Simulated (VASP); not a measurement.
Set up this calculation in VASP 6.6.1, as the native input.

```
Task                   : single point
Functional             : LDA
Potentials or basis    : VASP PAW LDA potentials, release 64 (Al, O)
Cutoff                 : 520 eV
k mesh                 : 10 × 10 × 4
Occupations            : fermi-dirac, width 0.05 eV
Spin                   : no spin polarisation
Dipole correction      : no
Further INCAR settings : ALGO = Normal; EDIFF = 1e-06; NBANDS = 20
```

The structure of Al2O3 lies in POSCAR:

```
Al2O3
1.0
    2.9626063010      0.0000000000      0.0000000000
   -1.4813031505      2.5656923181      0.0000000000
    0.0000000000      0.0000000000      7.3536928467
Al O
2 3
Direct
    0.0000000000      0.0000000000      0.7255809273
    0.0000000000      0.0000000000      0.2744190727
    0.0000000000      0.0000000000      0.5000000000
    0.6666666667      0.3333333333      0.8047731877
    0.3333333333      0.6666666667      0.1952268123
```

One way to write it, as run:

INCAR

```
  ALGO = Normal
  EDIFF = 1E-6
  ENCUT = 520
  GGA = CA
  ISIF = 2
  ISMEAR = -1
  LASPH = True
  LCHARG = False
  LREAL = False
  LWAVE = False
  NBANDS = 20
  NELM = 100
  PREC = Accurate
  SIGMA = 0.05
```

KPOINTS

```
k-points
0
Gamma
  10 10 4
```

Potentials or basis: VASP PAW LDA potentials, release 64 (Al, O).

The run is started by

```bash
$ cat potpaw_LDA.64/Al/POTCAR potpaw_LDA.64/O/POTCAR > POTCAR
$ mpirun -np 1 vasp_std > vasp.out
```

It gave:

```json
{
  "Pressure": "1.0 GPa",
  "Largest force": "0.137 eV/Å",
  "Band gap on the k mesh": "2.49 eV, direct"
}
```

Wall time 31 s on 1 thread of Intel(R) Xeon(R) Platinum 8488C (Sapphire Rapids), with other jobs on the host, peak memory 0.18 GiB.
